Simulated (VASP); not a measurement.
# MgSn5 (P-6m2) in VASP: single point with PBEsol

Aim: the single point of MgSn5 with PBEsol.

All numbers are computed with VASP 6.6.1; they aren't measurements. Logs are shortened: lines on timing, memory, paths and dates and some standing lists are left out, and cuts for length are marked.

## (1) The cell of the first run

Symmetry: P-6m2, No. 187, hexagonal system. The conventional cell has a = 3.320 Å, b = 3.320 Å, c = 16.889 Å, α = 90.00°, β = 90.00°, γ = 120.00°. Within 4.3 Å of Mg (site symmetry -6m2) lie 6 Sn at 3.26 Å and 6 Mg at 3.32 Å. Within 4.3 Å of Sn (site symmetry 3m) lie 3 Mg at 3.26 Å and 9 Sn at 3.32 to 3.51 Å. Within 4.4 Å of Sn (site symmetry 3m) lie 12 Sn at 3.32 to 3.51 Å. Sn (site symmetry -6m2) has 12 Sn at 3.32 to 3.45 Å within 4.4 Å.

## (2) Single point, PBEsol

INCAR reads:

```
PREC     = Accurate       # precision mode
ENCUT    = 600            # plane-wave cutoff, eV
EDIFF    = 1E-6           # SCF threshold, eV
ISMEAR   = 0              # smearing method
SIGMA    = 0.05           # smearing width, eV
LREAL    = False          # projectors in reciprocal space
LASPH    = True           # aspherical terms in the spheres
NELM     = 120            # most SCF steps
ALGO     = Normal         # electronic algorithm
ISIF     = 2              # what is computed and relaxed
LWAVE    = False          # write WAVECAR
LCHARG   = False          # write CHGCAR
GGA      = PS             # functional
NBANDS   = 45             # bands
NELECT   = 72.2         
GGA_COMPAT= False
```

KPOINTS reads:

```
regular mesh
0
Gamma
  12 12 2
```

POSCAR reads:

```
MgSn5
1.0
    3.3201703768      0.0000000000      0.0000000000
   -1.6600851884      2.8753518912      0.0000000000
    0.0000000000      0.0000000000     16.8890840000
Mg Sn
1 5
Direct
    0.0000000000      0.0000000000      0.0000000000
    0.6666666700      0.3333333300      0.8438850000
    0.0000000000      0.0000000000      0.6696910000
    0.6666666700      0.3333333300      0.5000000000
    0.0000000000      0.0000000000      0.3303090000
    0.6666666700      0.3333333300      0.1561150000
```

Potentials or basis: VASP PAW PBE potentials, release 64 (Mg, Sn_d).

Launch:

```console
$ cat potpaw_PBE.64/Mg/POTCAR potpaw_PBE.64/Sn_d/POTCAR > POTCAR
$ mpirun -np 1 vasp_std > vasp.out
```

OUTCAR:

```text
PREC = Accurate
   ENCUT = 600
   EDIFF = 1E-6
   ISMEAR = 0
   LREAL = False
   LASPH = True
   NELM = 120
   ISIF = 2
   GGA = PS
   NELECT = 72.2

 ion  position               nearest neighbor table
   1  0.000  0.000  0.000-   2 3.26   6 3.26   2 3.26   6 3.26   2 3.26   6 3.26
   2  0.667  0.333  0.844-   1 3.26   1 3.26   1 3.26   3 3.51   3 3.51   3 3.51
   3  0.000  0.000  0.670-   4 3.45   4 3.45   4 3.45   2 3.51   2 3.51   2 3.51
   4  0.667  0.333  0.500-   3 3.45   5 3.45   3 3.45   5 3.45   3 3.45   5 3.45
   5  0.000  0.000  0.330-   4 3.45   4 3.45   4 3.45   6 3.51   6 3.51   6 3.51
   6  0.667  0.333  0.156-   1 3.26   1 3.26   1 3.26   5 3.51   5 3.51   5 3.51

  LATTYP: Found a hexagonal cell.
 ALAT       =     3.3201703768
 C/A-ratio  =     5.0868124473

  Lattice vectors:

 A1 = (   3.3201703768,   0.0000000000,   0.0000000000)
 A2 = (  -1.6600851884,   2.8753518912,   0.0000000000)
 A3 = (   0.0000000000,   0.0000000000,  16.8890840000)

Analysis of symmetry for initial positions (statically):
=====================================================================
 Subroutine PRICEL returns:
 Original cell was already a primitive cell.

 Routine SETGRP: Setting up the symmetry group for a
 hexagonal supercell.

 Subroutine GETGRP returns: Found 12 space group operations
 (whereof 12 operations were pure point group operations)
 out of a pool of 24 trial point group operations.

The static configuration has the point symmetry D_3h.

Analysis of symmetry for dynamics (positions and initial velocities):
=====================================================================
 Subroutine PRICEL returns:
 Original cell was already a primitive cell.

 Routine SETGRP: Setting up the symmetry group for a
 hexagonal supercell.

 Subroutine GETGRP returns: Found 12 space group operations
 (whereof 12 operations were pure point group operations)
 out of a pool of 24 trial point group operations.

The dynamic configuration has the point symmetry D_3h.

 Subroutine INISYM returns: Found 12 space group operations
 (whereof 12 operations are pure point group operations),
 and found     1 'primitive' translations

----------------------------------------------------------------------------------------

[... 100 lines left out ...]
   EDIFF  = 0.1E-05   stopping-criterion for ELM
   LREAL  =      F    real-space projection
   EDIFFG = 0.1E-04   stopping-criterion for IOM
   NSW    =      0    number of steps for IOM
   IBRION =     -1    ionic relax: 0-MD 1-quasi-New 2-CG
   NFREE  =      0    steps in history (QN), initial steepest desc. (CG)
   ISIF   =      2    stress and relaxation
   ISYM   =      2    0-nonsym 1-usesym 2-fastsym
   POTIM  = 0.5000    time-step for ionic-motion
   TEBEG  =    0.0;   TEEND  =   0.0 temperature during run
   PSTRESS=    0.0 pullay stress
   NELECT =      72.2000    total number of electrons
   NUPDOWN=      -1.0000    fix difference up-down
   EMIN   =  10.00;   EMAX   =-10.00  energy-range for DOS
   EFERMI =   0.00;   METHOD = LEGACY
   ISMEAR =     0;   SIGMA  =   0.05  broadening in eV -4-tet -1-fermi 0-gaus
   EFERMI_NEDOS =   21; number of points for ismear=-14 and -15
   IALGO  =     38    algorithm
   IMIX   =      4    mixing-type and parameters
     AMIX     =   0.40;   BMIX     =  1.00
     AMIX_MAG =   1.60;   BMIX_MAG =  1.00
  volume/ion in A,a.u.               =      26.87       181.34
  Fermi-wavevector in a.u.,A,eV,Ry     =   1.252472  2.366829 21.343275  1.568686
  Thomas-Fermi vector in A             =   2.386371
   LORBIT       =      0    0 simple, 1 ext, 2 COOP (PROOUT), +10 PAW based schemes
   GGA     = PS    functional components
   LHFCALC =     F    Hartree Fock is set to
   AEXX    =    0.0000 exact exchange contribution
   IVDW    =     0    specifies the selected vdW correction
   LEPSILON=     F    determine dielectric tensor
   LRPA    =     F    only Hartree local field effects (RPA)
 non-spin polarized calculation
 Gauss-broadening in eV      SIGMA  =   0.05
  energy-cutoff  :      600.00
  volume of cell :      161.23
 maximum number of plane-waves:      5443
 NGX is ok and might be reduce to    28
   NGX = 13   NGY = 13   NGZ = 67

 number of electron      72.2000004 magnetization

 Free energy of the ion-electron system (eV)
  ---------------------------------------------------
  ext. energy  EPLUGINS =         0.00000000
  ---------------------------------------------------
  free energy    TOTEN  =       -21.58698487 eV

  energy without entropy =      -21.58323457  energy(sigma->0) =      -21.58510972

 E-fermi :   7.0149     XC(G=0): -10.1679

 val. band max:        7.0078331842   @ k =   0.2500   0.0000   0.0000
 cond. band min:       7.0305886899   @ k =   0.2500   0.1667   0.5000
 fundamental gap:      0.0227555057
 Fermi energy:         7.0148752668

 k-point     1 :       0.0000    0.0000    0.0000
  band No.  band energies     occupation
      1     -14.4168      2.00000
      2     -14.4147      2.00000
      3     -14.3971      2.00000
      4     -14.3938      2.00000
      5     -14.3938      2.00000
      6     -14.3901      2.00000
[... 1141 lines left out ...]
     44      11.3149      0.00000
     45      11.8966      0.00000

 [... further k-points ...]

------------------------ aborting loop because EDIFF is reached ----------------------------------------

  FORCE on cell =-STRESS in cart. coord.  units (eV):
  Direction    XX          YY          ZZ          XY          YZ          ZX
  --------------------------------------------------------------------------------------
  -------------------------------------------------------------------------------------
  Total        0.0733568      0.0733568     -0.0660750      0.0000000      0.0000000      0.0000000
  in kB        0.7289432      0.7289432     -0.6565843      0.0000000      0.0000000      0.0000000
  external PRESSURE =       0.2671007 kB  Pullay stress =       0.0000000 kB

 VOLUME and BASIS-vectors are now :
 -----------------------------------------------------------------------------
  energy-cutoff  :      600.00
  volume of cell :      161.23
      direct lattice vectors                 reciprocal lattice vectors
     3.320170377  0.000000000  0.000000000     0.301189363  0.173891760  0.000000000
    -1.660085188  2.875351891  0.000000000     0.000000000  0.347783519  0.000000000
     0.000000000  0.000000000 16.889084000     0.000000000  0.000000000  0.059209842

 POSITION                                       TOTAL-FORCE (eV/Angst)
 -----------------------------------------------------------------------------------
      0.00000      0.00000      0.00000         0.000000     -0.000000      0.000000
      1.66009      0.95845     14.25244        -0.000000      0.000000      0.073395
      0.00000      0.00000     11.31047         0.000000     -0.000000     -0.001212
      1.66009      0.95845      8.44454         0.000000     -0.000000      0.000000
      0.00000      0.00000      5.57862         0.000000     -0.000000      0.001212
      1.66009      0.95845      2.63664        -0.000000     -0.000000     -0.073395
 -----------------------------------------------------------------------------------
    total drift:                               -0.000024      0.000014      0.000000

  FREE ENERGIE OF THE ION-ELECTRON SYSTEM (eV)
  ---------------------------------------------------
  free  energy   TOTEN  =       -21.5869848676 eV

  energy  without entropy=      -21.5832345701  energy(sigma->0) =      -21.58510972
```

OSZICAR:

```text
N       E                     dE             d eps       ncg     rms          rms(c)
DAV:   1     0.798957796109E+03    0.79896E+03   -0.38341E+04  3515   0.260E+03
DAV:   2     0.102554579049E+03   -0.69640E+03   -0.68392E+03  3420   0.679E+02
DAV:   3    -0.139464992198E+02   -0.11650E+03   -0.11353E+03  3755   0.220E+02
DAV:   4    -0.215285224979E+02   -0.75820E+01   -0.73419E+01  4068   0.559E+01
DAV:   5    -0.217582133318E+02   -0.22969E+00   -0.22942E+00  4271   0.100E+01    0.323E+00
DAV:   6    -0.216614468886E+02    0.96766E-01   -0.62941E-01  4802   0.925E+00    0.184E+00
DAV:   7    -0.216367954232E+02    0.24651E-01   -0.75438E-01  4169   0.652E+00    0.123E+00
DAV:   8    -0.215869400256E+02    0.49855E-01   -0.29681E-01  4009   0.403E+00    0.263E-01
DAV:   9    -0.215871452284E+02   -0.20520E-03   -0.32389E-02  3919   0.182E+00    0.145E-01
DAV:  10    -0.215870249575E+02    0.12027E-03   -0.67363E-03  4119   0.754E-01    0.717E-02
DAV:  11    -0.215869845373E+02    0.40420E-04   -0.41634E-04  4575   0.220E-01    0.304E-02
DAV:  12    -0.215869844164E+02    0.12084E-06   -0.43520E-05  5054   0.992E-02    0.952E-03
DAV:  13    -0.215869848676E+02   -0.45115E-06   -0.88197E-06  3895   0.463E-02
   1 F= -.21586985E+02 E0= -.21585110E+02  d E =-.375030E-02
```

Wall time 10 min (1 thread of Intel Xeon 8259CL, shared host); peak memory 0.49 GiB.

Results:

```yaml
Free_energy: -21.5870 eV
Largest_force: 0.073 eV/Å
```

Forces in eV/Å, atoms in the order of the input:
```
Mg   0.000  0.000  0.000
Sn   0.000  0.000  0.073
Sn   0.000  0.000 -0.001
Sn   0.000  0.000  0.000
Sn   0.000  0.000  0.001
Sn   0.000  0.000 -0.073
```

Caveat: the cell carries a net charge on a neutralising background, which shifts energy and pressure; the cell is charged against a uniform background, so pressure and absolute levels hang on convention; the PAW data sets were made with another functional, which shifts forces and pressure a little; spin-orbit coupling is left out, which moves the levels of the heavy elements.
